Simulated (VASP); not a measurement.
Be8Se5S3, 64 atoms in the cell. The typed cell holds 64 atoms: a = 10.040 Å, b = 10.040 Å, c = 10.040 Å, α = 90.00°, β = 90.00°, γ = 90.00°. 

```yaml
Program: VASP 6.6.1
Task: single point
Functional: PBEsol
Potentials_or_basis: VASP PAW PBE potentials, release 64 (Be, S, Se)
Cutoff: 500 eV
k_mesh: 1 × 1 × 1, shifted
Occupations: fermi-dirac, width 0.05 eV
Spin: no spin polarisation
Dipole_correction: no
Further_INCAR_settings: LREAL = Auto; ALGO = Normal; EDIFF = 1e-06; NBANDS = 166; ISYM = -1
```

Potentials or basis: VASP PAW PBE potentials, release 64 (Be, S, Se).

Run with:

```sh
$ cat potpaw_PBE.64/Be/POTCAR potpaw_PBE.64/S/POTCAR potpaw_PBE.64/Se/POTCAR > POTCAR
$ mpirun -np 1 vasp_std > vasp.out
```

Hardware: 1 thread of Intel(R) Xeon(R) 6975P-C (Granite Rapids), with other jobs on the host.

How long does it take, and how much memory?

Wall time 4.7 min on 1 thread of Intel(R) Xeon(R) 6975P-C (Granite Rapids) (shared host), peak memory 1 GiB. Counts: scf iterations 17, k points 1.
